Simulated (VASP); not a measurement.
Input of a VASP 6.6.1 run:

File INCAR:

```
ALGO = Normal
EDIFF = 1E-6
ENCUT = 520
ISIF = 2
ISMEAR = -1
LASPH = T
LCHARG = F
LREAL = F
LWAVE = F
NBANDS = 14
NELM = 80
PREC = Accurate
SIGMA = 0.08
```

The input KPOINTS:

```
k-points
0
Gamma
  11 11 11
```

Contents of POSCAR:

```
Cl
1.0
    0.0000000000      2.7467577535      2.7467577535
    2.7467577535      0.0000000000      2.7467577535
    2.7467577535      2.7467577535      0.0000000000
Cl
2
Direct
   -0.1250000000     -0.1250000000     -0.1250000000
    0.1250000000      0.1250000000      0.1250000000
```

Potentials or basis: VASP PAW LDA potentials, release 64 (Cl).

Command:

```bash
$ cat potpaw_LDA.64/Cl/POTCAR > POTCAR
$ mpirun -np 1 vasp_std > vasp.out
```

Problem. Predict the pressure.

Solution. 20.3 GPa.

Problem. Estimate the band gap on the k mesh.

Solution. Zero (band 7 reaches 4.57 eV, above the bottom of band 8 at 1.65 eV).
